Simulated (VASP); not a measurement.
Input of a VASP 6.6.1 run:

INCAR

```
  PREC = Accurate
  ENCUT = 520
  EDIFF = 1E-6
  ISMEAR = -1
  SIGMA = 0.1
  LREAL = False
  LASPH = True
  NELM = 80
  ALGO = Normal
  ISIF = 2
  LWAVE = False
  LCHARG = False
  GGA = RE
  NBANDS = 10
```

File KPOINTS:

```
Automatic mesh
0
Gamma
  8 8 8
```

The input POSCAR:

```
Cs
1.0
    0.0000000000      3.9535825069      3.9535825069
    3.9535825069      0.0000000000      3.9535825069
    3.9535825069      3.9535825069      0.0000000000
Cs
1
Direct
    0.0000000000      0.0000000000      0.0000000000
```

Potentials or basis: VASP PAW PBE potentials, release 64 (Cs_sv).

Command:

```console
$ cat potpaw_PBE.64/Cs_sv/POTCAR > POTCAR
$ mpirun -np 1 vasp_std > vasp.out
```

Task: What does it give for the pressure?

Result: 0.1 GPa.

Task: Estimate the band gap on the k mesh.

Result: Zero (an odd number of electrons rules out a gap without spin polarisation).

Caveat: the PAW data sets were made with another functional, which shifts forces and pressure a little; spin-orbit coupling is left out, which moves the levels of the heavy elements.
